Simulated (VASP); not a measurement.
# SiO2 (I-42d) in VASP: a series of runs, part 2 of 2

VASP 6.6.1. Earlier steps stand in the parts before.

### 5 Relaxation of shape and atoms at fixed volume, LDA (14.29 Å³/atom)

This run uses another cell than the first one, of 14.29 Å³/atom.

Contents of INCAR:

```
PREC     = Accurate       # precision mode
ENCUT    = 600            # plane-wave cutoff, eV
EDIFF    = 1E-7           # SCF threshold, eV
ISMEAR   = 0              # smearing method
SIGMA    = 0.02           # smearing width, eV
LREAL    = False          # projectors in reciprocal space
LASPH    = True           # aspherical terms in the spheres
NELM     = 100            # most SCF steps
ALGO     = Normal         # electronic algorithm
ISIF     = 4              # what is computed and relaxed
LWAVE    = False          # write WAVECAR
LCHARG   = False          # write CHGCAR
IBRION   = 2              # ionic algorithm
NSW      = 50             # ionic steps
EDIFFG   = -0.01          # ionic threshold
```

Contents of KPOINTS:

```
regular mesh
0
Gamma
  8 8 8
```

Contents of POSCAR:

```
SiO2
1.0
   -2.4376240135      2.4376240135      3.6068621395
    2.4376240135     -2.4376240135      3.6068621395
    2.4376240135      2.4376240135     -3.6068621395
Si O
2 4
Direct
    0.0000000000      0.0000000000      0.0000000000
    0.7500000000      0.2500000000      0.5000000000
    0.9742770065      0.6250000000      0.8492770065
    0.3750000000      0.2242770065      0.3492770065
    0.7757229935      0.1250000000      0.1507229935
    0.8750000000      0.0257229935      0.6507229935
```

Potentials or basis: VASP PAW LDA potentials, release 64 (Si, O).

The run is started by

```
$ cat potpaw_LDA.64/Si/POTCAR potpaw_LDA.64/O/POTCAR > POTCAR
$ mpirun -np 1 vasp_std > vasp.out
```

OUTCAR:

```text
PREC = Accurate
   ENCUT = 600
   EDIFF = 1E-7
   ISMEAR = 0
   LREAL = False
   LASPH = True
   NELM = 100
   ISIF = 4
   IBRION = 2
   NSW = 50
   EDIFFG = -0.01

 ion  position               nearest neighbor table
   1  0.000  0.000  0.000-   3 1.59   4 1.59   5 1.59   6 1.59   2 3.03   2 3.03   2 3.03   2 3.03

   2  0.750  0.250  0.500-   3 1.59   4 1.59   5 1.59   6 1.59   1 3.03   1 3.03   1 3.03   1 3.03

   3  0.974  0.625  0.849-   1 1.59   2 1.59
   4  0.375  0.224  0.349-   1 1.59   2 1.59
   5  0.776  0.125  0.151-   1 1.59   2 1.59
   6  0.875  0.026  0.651-   1 1.59   2 1.59

  LATTYP: Found a body centered tetragonal cell.
 ALAT       =     4.8752480270
 C/A-ratio  =     1.4796630323

  Lattice vectors:

 A1 = (  -2.4376240135,   2.4376240135,   3.6068621395)
 A2 = (   2.4376240135,  -2.4376240135,   3.6068621395)
 A3 = (   2.4376240135,   2.4376240135,  -3.6068621395)

Analysis of symmetry for initial positions (statically):
=====================================================================
 Subroutine PRICEL returns:
 Original cell was already a primitive cell.

 Routine SETGRP: Setting up the symmetry group for a
 body centered tetragonal supercell.

 Subroutine GETGRP returns: Found  8 space group operations
 (whereof  4 operations were pure point group operations)
 out of a pool of 16 trial point group operations.

The static configuration has the point symmetry S_4 .
 The point group associated with its full space group is D_2d.

Analysis of symmetry for dynamics (positions and initial velocities):
=====================================================================
 Subroutine PRICEL returns:
 Original cell was already a primitive cell.

 Routine SETGRP: Setting up the symmetry group for a
 body centered tetragonal supercell.

 Subroutine GETGRP returns: Found  8 space group operations
 (whereof  4 operations were pure point group operations)
 out of a pool of 16 trial point group operations.

The dynamic configuration has the point symmetry S_4 .
 The point group associated with its full space group is D_2d.

 Subroutine INISYM returns: Found  8 space group operations
 (whereof  4 operations are pure point group operations),
 and found     1 'primitive' translations

----------------------------------------------------------------------------------------

                                     Primitive cell

  volume of cell :      85.7281

  direct lattice vectors                    reciprocal lattice vectors
    -2.437624013  2.437624013  3.606862140     0.000000000  0.205117769  0.138624650
     2.437624013 -2.437624013  3.606862140     0.205117769  0.000000000  0.138624650
     2.437624013  2.437624013 -3.606862140     0.205117769  0.205117769  0.000000000

  length of vectors
     4.989336244  4.989336244  4.989336244     0.247568360  0.247568360  0.290080331

  position of ions in fractional coordinates (direct lattice)
     0.000000000  0.000000000  0.000000000
     0.750000000  0.250000000  0.500000000
     0.974277007  0.625000000  0.849277007
     0.375000000  0.224277007  0.349277007
     0.775722993  0.125000000  0.150722993
     0.875000000  0.025722993  0.650722993

  ion indices of the primitive-cell ions
[... 36 lines left out ...]
  0.000000  0.000000  0.000000      1.000000
  0.125000  0.000000  0.000000      8.000000
  0.250000  0.000000  0.000000      8.000000
  0.375000  0.000000  0.000000      8.000000
  0.500000  0.000000  0.000000      4.000000
  0.125000  0.125000  0.000000      8.000000
[... 16 lines left out ...]
  0.250000  0.125000  0.125000     16.000000
  0.375000  0.125000  0.125000      8.000000
 [... further k-points ...]
   k-points           NKPTS =     59   k-points in BZ     NKDIM =     59   number of bands    NBANDS=     20
   number of dos      NEDOS =    301   number of ions     NIONS =      6
   total plane-waves  NPLWV =  64000
   dimension x,y,z NGX =    40 NGY =   40 NGZ =   40
   dimension x,y,z NGXF=    80 NGYF=   80 NGZF=   80
   ions per type =               2   4
   NGX,Y,Z   is equivalent  to a cutoff of  13.33, 13.33, 13.33 a.u.
   NGXF,Y,Z  is equivalent  to a cutoff of  26.66, 26.66, 26.66 a.u.
 SYSTEM =  unknown system
   PREC   = accura    normal or accurate (medium, high low for compatibility)
   ISTART =      0    job   : 0-new  1-cont  2-samecut
   ICHARG =      2    charge: 1-file 2-atom 10-const
   ISPIN  =      1    spin polarized calculation?
   LNONCOLLINEAR =      F non collinear calculations
   LSORBIT =      F    spin-orbit coupling
   LASPH  =      T    aspherical Exc in radial PAW
   ENCUT  =  600.0 eV  44.10 Ry    6.64 a.u.   9.96  9.96  9.96*2*pi/ulx,y,z
   NELM   =    100;   NELMIN=  2; NELMDL= -5     # of ELM steps
   EDIFF  = 0.1E-06   stopping-criterion for ELM
   LREAL  =      F    real-space projection
   EDIFFG = -.1E-01   stopping-criterion for IOM
   NSW    =     50    number of steps for IOM
   IBRION =      2    ionic relax: 0-MD 1-quasi-New 2-CG
   NFREE  =      1    steps in history (QN), initial steepest desc. (CG)
   ISIF   =      4    stress and relaxation
   ISYM   =      2    0-nonsym 1-usesym 2-fastsym
   POTIM  = 0.5000    time-step for ionic-motion
   TEBEG  =    0.0;   TEEND  =   0.0 temperature during run
   PSTRESS=    0.0 pullay stress
   NELECT =      32.0000    total number of electrons
   NUPDOWN=      -1.0000    fix difference up-down
   EMIN   =  10.00;   EMAX   =-10.00  energy-range for DOS
   EFERMI =   0.00;   METHOD = LEGACY
   ISMEAR =     0;   SIGMA  =   0.02  broadening in eV -4-tet -1-fermi 0-gaus
   EFERMI_NEDOS =   21; number of points for ismear=-14 and -15
   IALGO  =     38    algorithm
   IMIX   =      4    mixing-type and parameters
     AMIX     =   0.40;   BMIX     =  1.00
     AMIX_MAG =   1.60;   BMIX_MAG =  1.00
  volume/ion in A,a.u.               =      14.29        96.42
  Fermi-wavevector in a.u.,A,eV,Ry     =   1.178738  2.227491 18.904241  1.389423
  Thomas-Fermi vector in A             =   2.315061
   LORBIT       =      0    0 simple, 1 ext, 2 COOP (PROOUT), +10 PAW based schemes
   GGA     = CA    functional components
   LHFCALC =     F    Hartree Fock is set to
   AEXX    =    0.0000 exact exchange contribution
   IVDW    =     0    specifies the selected vdW correction
   LEPSILON=     F    determine dielectric tensor
   LRPA    =     F    only Hartree local field effects (RPA)
 conjugate gradient relaxation of ions
 non-spin polarized calculation
 Gauss-broadening in eV      SIGMA  =   0.02
  energy-cutoff  :      600.00
  volume of cell :       85.73
 maximum number of plane-waves:      2906
   NGX = 19   NGY = 19   NGZ = 19

--------------------------------------- Ionic step        1  -------------------------------------------

 number of electron      32.0000010 magnetization

 Free energy of the ion-electron system (eV)
  ---------------------------------------------------
  ext. energy  EPLUGINS =         0.00000000
  ---------------------------------------------------
  free energy    TOTEN  =       -51.83771961 eV

  energy without entropy =      -51.83771961  energy(sigma->0) =      -51.83771961

------------------------ aborting loop because EDIFF is reached ----------------------------------------

  FORCE on cell =-STRESS in cart. coord.  units (eV):
  Direction    XX          YY          ZZ          XY          YZ          ZX
  --------------------------------------------------------------------------------------
  -------------------------------------------------------------------------------------
  Total        3.0995114      3.0995114      3.0651651      0.0000000     -0.0000000      0.0000000
  in kB       57.9269752     57.9269752     57.2850746      0.0000000     -0.0000000      0.0000000
  external PRESSURE =      57.7130083 kB  Pullay stress =       0.0000000 kB
[... 147 lines left out ...]
--------------------------------------- Ionic step        5  -------------------------------------------

 number of electron      32.0000008 magnetization

 Free energy of the ion-electron system (eV)
  ---------------------------------------------------
  ext. energy  EPLUGINS =         0.00000000
  ---------------------------------------------------
  free energy    TOTEN  =       -51.88200707 eV

  energy without entropy =      -51.88200707  energy(sigma->0) =      -51.88200707

 E-fermi :  -0.3525     XC(G=0):  -8.9929

 val. band max:       -0.4554010338   @ k =   0.0000   0.0000   0.0000
 cond. band min:       5.4130134998   @ k =   0.0000   0.0000   0.0000
 fundamental gap:      5.8684145336
 Fermi energy:        -0.3524760304

 k-point     1 :       0.0000    0.0000    0.0000
  band No.  band energies     occupation
      1     -19.4347      2.00000
      2     -17.2246      2.00000
      3     -17.2246      2.00000
      4     -17.1551      2.00000
      5      -9.5202      2.00000
      6      -5.9491      2.00000
[... 541 lines left out ...]
     19       9.1994      0.00000
     20       9.4826      0.00000

 [... further k-points ...]
[... 5 lines left out ...]
  --------------------------------------------------------------------------------------
  -------------------------------------------------------------------------------------
  Total        0.3247432      0.3247432      0.3193202      0.0000000      0.0000000      0.0000000
  in kB        6.0691476      6.0691476      5.9677971      0.0000000      0.0000000      0.0000000
  external PRESSURE =       6.0353641 kB  Pullay stress =       0.0000000 kB
[... 21 lines left out ...]
  FREE ENERGIE OF THE ION-ELECTRON SYSTEM (eV)
  ---------------------------------------------------
  free  energy   TOTEN  =       -51.8820070713 eV

  energy  without entropy=      -51.8820070713  energy(sigma->0) =      -51.88200707

 reached required accuracy - stopping structural energy minimisation
```

Run time: 5.6 min. Hardware: 1 thread of Intel Xeon Platinum 8259CL at 2.50GHz (Skylake/Cascade Lake), shared host; peak memory 0.25 GiB.

Results:

| Item | Value |
| --- | --- |
| Free energy | -51.8820 eV |
| Energy gained by relaxing | 7.4 meV/atom |
| Ionic steps | 5 |
| Pressure after relaxing | 0.6 GPa |
| Band gap on the k mesh | 5.87 eV |

Step by step:
| step | energy change (eV) | largest force (eV/Å) | pressure (GPa) | volume (Å³) |
| --- | --- | --- | --- | --- |
| 1 | 0.0000 | 0.3870 | 5.77 | 85.73 |
| 2 | -0.0242 | 0.2602 | 4.04 | 85.73 |
| 3 | -0.0427 | 0.0001 | 0.78 | 85.73 |
| 4 | -0.0435 | 0.0000 | 0.73 | 85.73 |
| 5 | -0.0443 | 0.0002 | 0.60 | 85.73 |

Final structure:
```
Si O
1.0
    -2.42695    2.42695    3.63865
     2.42695   -2.42695    3.63865
     2.42695    2.42695   -3.63865
Si O
2 4
Cartesian
  0.0000 0.0000 0.0000
  0.0000 2.4270 1.8193
  1.2135 2.9645 2.7290
  0.5376 1.2135 0.9097
  -1.2135 1.8894 2.7290
  -0.5376 3.6404 0.9097
```

Levels at points of the mesh, in eV from the valence-band top:
```
           k point  band 14  band 15  band 16  band 17  band 18  band 19
(0.00, 0.00, 0.00)    -0.82     0.00     0.00     5.87     8.58    11.00
(0.50, 0.00, 0.00)    -0.73    -0.38    -0.18     8.29     8.92     9.68
(0.50, 0.50, 0.00)    -0.88    -0.27    -0.27     9.17     9.17    10.12
(0.50, 0.50, 0.50)    -1.50    -0.23    -0.23     8.85     8.85     9.85
```

A k mesh can miss the band edges.

### 6 Relaxation of shape and atoms at fixed volume, LDA (15.17 Å³/atom)

This run uses another cell than the first one, of 15.17 Å³/atom.

Contents of INCAR:

```
SYSTEM = SiO2
ALGO = Normal ; EDIFF = 1E-7
EDIFFG = -0.01 ; ENCUT = 600
IBRION = 2 ; ISIF = 4
ISMEAR = 0 ; LASPH = .True.
LCHARG = .False. ; LREAL = .False.
LWAVE = .False. ; NELM = 60
NSW = 50 ; PREC = Accurate
SIGMA = 0.02
```

Contents of KPOINTS:

```
k-points
0
Gamma
  8 8 8
  0 0 0
```

Changes to POSCAR since step 5:

```diff
@@ -2,5 +2,5 @@
 1.0
-   -2.4376240135      2.4376240135      3.6068621395
-    2.4376240135     -2.4376240135      3.6068621395
-    2.4376240135      2.4376240135     -3.6068621395
+   -2.4868822144      2.4868822144      3.6797476784
+    2.4868822144     -2.4868822144      3.6797476784
+    2.4868822144      2.4868822144     -3.6797476784
 Si O
```

Potentials or basis: VASP PAW LDA potentials, release 64 (Si, O).

The run is started by

```
$ cat potpaw_LDA.64/Si/POTCAR potpaw_LDA.64/O/POTCAR > POTCAR
$ mpirun -np 1 vasp_std > vasp.out
```

It took 8.5 min on 1 thread of Intel Xeon Platinum 8259CL at 2.50GHz (Skylake/Cascade Lake), shared host; peak memory 0.27 GiB.

It converged, with:

```yaml
Free_energy: -51.8956 eV
Energy_gained_by_relaxing: 5.1 meV/atom
Ionic_steps: 7
Pressure_after_relaxing: -0.5 GPa
Largest_force_after_relaxing: 0.004 eV/Å
Band_gap_on_the_k_mesh: 5.66 eV
```

Forces on the atoms (eV/Å):
```
Si   0.000  0.000  0.000
Si   0.000  0.000  0.000
O    0.000  0.004  0.000
O    0.004  0.000  0.000
O    0.000 -0.004  0.000
O   -0.004  0.000  0.000
```

Stress tensor (GPa, compression positive):
```
-0.48  0.00  0.00
 0.00 -0.48  0.00
 0.00  0.00 -0.39
```

Step by step:
```csv
step,energy change (eV),largest force (eV/Å),pressure (GPa),volume (Å³)
1,0.0000,0.3013,-4.40,91.03
2,-0.0148,0.2095,-3.33,91.03
3,-0.0295,0.0180,-0.92,91.03
4,-0.0296,0.0033,-0.70,91.03
5,-0.0296,0.0028,-0.63,91.03
6,-0.0303,0.0032,-0.57,91.03
7,-0.0307,0.0041,-0.45,91.03
```

Final structure:
```
Si O
1.0
    -2.49664    2.49664    3.65105
     2.49664   -2.49664    3.65105
     2.49664    2.49664   -3.65105
Si O
2 4
Direct
  0.00000 0.00000 0.00000
  0.75000 0.25000 0.50000
  0.96342 0.62500 0.83842
  0.37500 0.21342 0.33842
  0.78658 0.12500 0.16158
  0.87500 0.03658 0.66158
```

Levels at points of the mesh, in eV from the valence-band top:
```tsv
k point	band 14	band 15	band 16	band 17	band 18	band 19
(0.00, 0.00, 0.00)	-0.58	0.00	0.00	5.66	8.59	10.16
(0.50, 0.00, 0.00)	-0.83	-0.57	-0.12	8.02	8.57	9.31
(0.50, 0.50, 0.00)	-1.07	-0.38	-0.38	8.79	8.79	10.07
(0.50, 0.50, 0.50)	-1.49	-0.39	-0.39	8.61	8.61	10.19
```

A k mesh can miss the band edges.

### 7 Relaxation of shape and atoms at fixed volume, LDA (15.61 Å³/atom)

This run uses another cell than the first one, of 15.61 Å³/atom.

Contents of INCAR:

```
PREC     = Accurate       # precision mode
ENCUT    = 600            # plane-wave cutoff, eV
EDIFF    = 1E-6           # SCF threshold, eV
ISMEAR   = 0              # smearing method
SIGMA    = 0.02           # smearing width, eV
LREAL    = False          # projectors in reciprocal space
LASPH    = True           # aspherical terms in the spheres
NELM     = 80             # most SCF steps
ALGO     = Normal         # electronic algorithm
ISIF     = 4              # what is computed and relaxed
LWAVE    = False          # write WAVECAR
LCHARG   = False          # write CHGCAR
IBRION   = 2              # ionic algorithm
NSW      = 50             # ionic steps
EDIFFG   = -0.01          # ionic threshold
```

Contents of KPOINTS:

```
Automatic mesh
0
Gamma
  8 8 8
```

Contents of POSCAR:

```
SiO2
1.0
   -2.5190852707      2.5190852707      3.6907223613
    2.5190852707     -2.5190852707      3.6907223613
    2.5190852707      2.5190852707     -3.6907223613
Si O
2 4
Direct
    0.0000000000      0.0000000000      0.0000000000
    0.7500000000      0.2500000000      0.5000000000
    0.9630318137      0.6250000000      0.8380318137
    0.3750000000      0.2130318137      0.3380318137
    0.7869681863      0.1250000000      0.1619681863
    0.8750000000      0.0369681863      0.6619681863
```

The run is started by

```
$ cat potpaw_LDA.64/Si/POTCAR potpaw_LDA.64/O/POTCAR > POTCAR
$ mpirun -np 1 vasp_std > vasp.out
```

Wall time 8.6 min (1 thread of Intel Xeon Platinum 8259CL at 2.50GHz (Skylake/Cascade Lake), shared host); peak memory 0.28 GiB.

Results (log left out):

| Item | Value |
| --- | --- |
| Free energy | -51.8887 eV |
| Energy gained by relaxing | 5.0 meV/atom |
| Ionic steps | 8 |
| Pressure after relaxing | -1.0 GPa |
| Band gap on the k mesh | 5.57 eV |

The path:
```
step  energy change (eV)  largest force (eV/Å)  pressure (GPa)  volume (Å³)
   1              0.0000                0.2662           -4.75        93.68
   2             -0.0119                0.2020           -3.92        93.68
   3             -0.0286                0.0219           -1.48        93.68
   4             -0.0288                0.0039           -1.21        93.68
   5             -0.0289                0.0014           -1.13        93.68
   6             -0.0296                0.0012           -1.08        93.68
   7             -0.0297                0.0010           -0.97        93.68
   8             -0.0299                0.0013           -1.01        93.68
```

Final structure:
```
Si O
1.0
    -2.52734    2.52734    3.66664
     2.52734   -2.52734    3.66664
     2.52734    2.52734   -3.66664
Si O
2 4
Direct
  0.00000 0.00000 0.00000
  0.75000 0.25000 0.50000
  0.95129 0.62500 0.82629
  0.37500 0.20129 0.32629
  0.79871 0.12500 0.17371
  0.87500 0.04871 0.67371
```

Levels at points of the mesh, in eV from the valence-band top:
| k point | band 13 | band 14 | band 15 | band 16 | band 17 | band 18 | band 19 | band 20 |
| --- | --- | --- | --- | --- | --- | --- | --- | --- |
| (0.00, 0.00, 0.00) | -1.77 | -0.46 | 0.00 | 0.00 | 5.57 | 8.57 | 9.74 | 9.74 |
| (0.50, 0.00, 0.00) | -1.70 | -0.88 | -0.68 | -0.09 | 7.89 | 8.40 | 9.09 | 9.99 |
| (0.50, 0.50, 0.00) | -1.16 | -1.16 | -0.45 | -0.45 | 8.61 | 8.61 | 10.08 | 10.08 |
| (0.50, 0.50, 0.50) | -1.48 | -1.48 | -0.46 | -0.46 | 8.49 | 8.49 | 10.36 | 10.36 |

### 8 The runs side by side

```csv
task,cell,cutoff (eV),gap on the mesh (eV),pressure (GPa)
relaxation of the atoms,"atoms relaxed from a = 5.029 Å, angles 123.7, 123.7, 83.8°, 6 atoms, atomic positions A",520,5.86,0.4
relaxation of shape and atoms at fixed volume,"relaxed from a = 4.906 Å, angles 122.3, 122.3, 86.1°, 6 atoms, atomic positions B",600,6.10,2.1
relaxation of shape and atoms at fixed volume,"relaxed from a = 5.184 Å, angles 120.9, 120.9, 88.5°, 6 atoms, atomic positions C",600,5.44,-1.6
relaxation of shape and atoms at fixed volume,"relaxed from a = 4.989 Å, angles 121.5, 121.5, 87.4°, 6 atoms, atomic positions D",600,5.87,0.6
relaxation of shape and atoms at fixed volume,"relaxed from a = 5.090 Å, angles 121.5, 121.5, 87.4°, 6 atoms, atomic positions D",600,5.66,-0.5
relaxation of shape and atoms at fixed volume,"relaxed from a = 5.130 Å, angles 121.2, 121.2, 88.0°, 6 atoms, atomic positions E",600,5.57,-1.0
```

Alike in all rows: level LDA; potentials or basis VASP PAW LDA potentials, release 64 (Si, O); no spin polarisation; k mesh 8 × 8 × 8; smearing gaussian 0.02 eV.

Total energies depend on the potentials used, so only differences within one code and one set of settings carry meaning.
